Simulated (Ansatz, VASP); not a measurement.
**Two plane-wave programs on InSe2**

```
In Se
1.0
     3.86073    0.00000    0.00000
     0.00000    3.86073    0.00000
     0.00000    0.00000    9.55184
In Se
2 4
Direct
  0.00000 0.50000 0.70409
  0.50000 0.00000 0.29591
  0.00000 0.50000 0.36368
  0.50000 0.00000 0.63632
  0.00000 0.00000 0.00000
  0.50000 0.50000 0.00000
```

Alike in both runs: functional r2SCAN; k mesh 10 × 10 × 4; occupations gaussian, width 0.1 eV; no spin polarisation.

Ansatz relaxed the structure, and its values are those at the end. VASP's run is a single point on that final structure, the one shown.

|  | VASP | Ansatz |
| --- | --- | --- |
| version | VASP 6.6.1 | Ansatz 0.2.0 |
| potentials or method | VASP PAW PBE potentials, release 64 (In_d, Se), cutoff 520 eV | scalar-relativistic, plane waves, PAW |
| valence electrons in the cell | 50 | 90 |

|  | VASP | Ansatz | Ansatz less VASP |
| --- | --- | --- | --- |
| gap on the k mesh at the Fermi level (eV) | none | none | - |
| pressure (GPa) | 0.0 | 0.0 | -0.03 |

VASP's potentials were made for PBE, not for r2SCAN. A gap of «none» marks a metal or a gap that the smearing closes. VASP's potentials hold 50 valence electrons a cell and Ansatz's 90, so a difference there can come from the potentials and not from the codes.
